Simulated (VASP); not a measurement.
# Cd: single point with PBE

Cd:

```
Cd
1.0
    -1.32769    1.32769    1.32769
     1.32769   -1.32769    1.32769
     1.32769    1.32769   -1.32769
Cd
1
Direct
  0.00000 0.00000 0.00000
```

This isn't the form of Cd at room conditions, which is hcp.

- Program: VASP 6.6.1
- Task: single point
- Functional: PBE
- Potentials or basis: VASP PAW PBE potentials, release 64 (Cd)
- Cutoff: 520 eV
- k mesh: 17 × 17 × 17
- Occupations: fermi-dirac, width 0.05 eV
- Spin: no spin polarisation
- Dipole correction: no
- k mesh for the DOS: 26 × 26 × 26
- Occupations for the DOS: tetrahedron
- Further INCAR settings: ALGO = Normal; EDIFF = 1e-06; NBANDS = 12

```yaml
Valence_electrons_inside_the_program's_atomic_spheres: Cd 11.84
```

Levels at points of the mesh, in eV from the Fermi level:
```tsv
k point	band 2	band 3	band 4	band 5	band 6	band 7	band 8	band 9	band 10	band 11
(0.00, 0.00, 0.00)	-17.73	-17.73	-17.73	-14.76	-14.76	15.30	15.30	15.30	25.20	25.20
(0.50, 0.00, 0.00)	-19.51	-14.80	-14.40	-12.32	-9.61	-0.05	9.17	14.24	20.75	24.12
(0.50, 0.50, 0.50)	-21.07	-12.92	-12.92	-12.92	1.58	1.58	1.58	11.69	11.69	15.32
```

Run time: 79 s on 1 thread of Intel Xeon 8259CL, on a shared host, peak memory 0.21 GiB.
